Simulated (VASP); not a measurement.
A run of VASP 6.6.1 is set up as follows.

Contents of POSCAR:

```
CdSe
1.0
    4.0981812350      0.0000000000      0.0000000000
   -2.0490906175      3.5491290589      0.0000000000
    0.0000000000      0.0000000000      6.7893263030
Cd Se
2 2
Direct
    0.0000000000      0.0000000000      0.0000000000
    0.0000000000      0.0000000000      0.5000000000
    0.3333333333      0.6666666667      0.2500000000
    0.6666666667      0.3333333333      0.7500000000
```

File INCAR.step1:

```
PREC = Accurate
ENCUT = 520
ISMEAR = -1
SIGMA = 0.02
LREAL = False
LASPH = True
NELM = 100
NBANDS = 26
GGA = PE
ALGO = Normal
EDIFF = 1E-4
LWAVE = True
LCHARG = False
```

The input INCAR.step2:

```
PREC = Accurate
ENCUT = 520
EDIFF = 1E-6
ISMEAR = -1
SIGMA = 0.02
LREAL = False
LASPH = True
NELM = 100
ALGO = Normal
ISIF = 2
LWAVE = False
LCHARG = True
METAGGA = R2SCAN
LMIXTAU = True
LELF = True
LVHAR = True
NBANDS = 26
ISTART = 1
```

File KPOINTS:

```
Automatic mesh
0
Gamma
  6 6 4
```

Potentials or basis: VASP PAW PBE potentials, release 64 (Cd, Se).

Run with:

```sh
$ cat potpaw_PBE.64/Cd/POTCAR potpaw_PBE.64/Se/POTCAR > POTCAR
$ cp INCAR.step1 INCAR
$ mpirun -np 1 vasp_std > vasp.out
$ cp INCAR.step2 INCAR
$ mpirun -np 1 vasp_std > vasp.out
```

(1) Estimate the band gap on the k mesh.

(2) What does it give for the pressure?

Results:

(1) 0.28 eV (least direct gap 0.32 eV).

(2) -3.2 GPa.

Caveat: the cell stands under tension; semilocal functionals underestimate gaps, and a narrow one can read as zero; the PAW data sets were made with another functional, which shifts forces and pressure a little.
